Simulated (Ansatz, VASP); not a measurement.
**Two plane-wave programs on SiC**

```
Si C
1.0
     0.00353    2.20823    2.18434
     2.20823    0.00353    2.18434
     2.21176    2.21176    0.00000
Si C
1 1
Cartesian
  0.0000 0.0000 0.0006
  1.1059 1.1059 1.0916
```

Change from the starting cell: strained cell.

Alike in both runs: functional PBE; k mesh 10 × 10 × 10; occupations gaussian, width 0.02 eV; no spin polarisation.

Ansatz relaxed the structure, and its values are those at the end. VASP's run is a single point on that final structure, the one shown.

|  | VASP | Ansatz |
| --- | --- | --- |
| version | VASP 6.6.1 | Ansatz 0.2.0 |
| potentials or method | VASP PAW PBE potentials, release 64 (Si, C), cutoff 600 eV | scalar-relativistic, plane waves, PAW |
| valence electrons in the cell | 8 | 8 |

Ansatz gave:

| Quantity | Value |
| --- | --- |
| gap on the k mesh at the Fermi level (eV) | 1.27 |
| least direct gap on the mesh (eV) | 4.50 |
| pressure (GPa) | -2.9 |

Q: Estimate VASP's values.

A: gap on the k mesh at the Fermi level (eV): 1.27; least direct gap on the mesh (eV): 4.50; pressure (GPa): -3.1.

With one functional, cell and mesh, what is left measures potentials, basis and numerics. Ansatz's warnings: stress scf threshold loose.
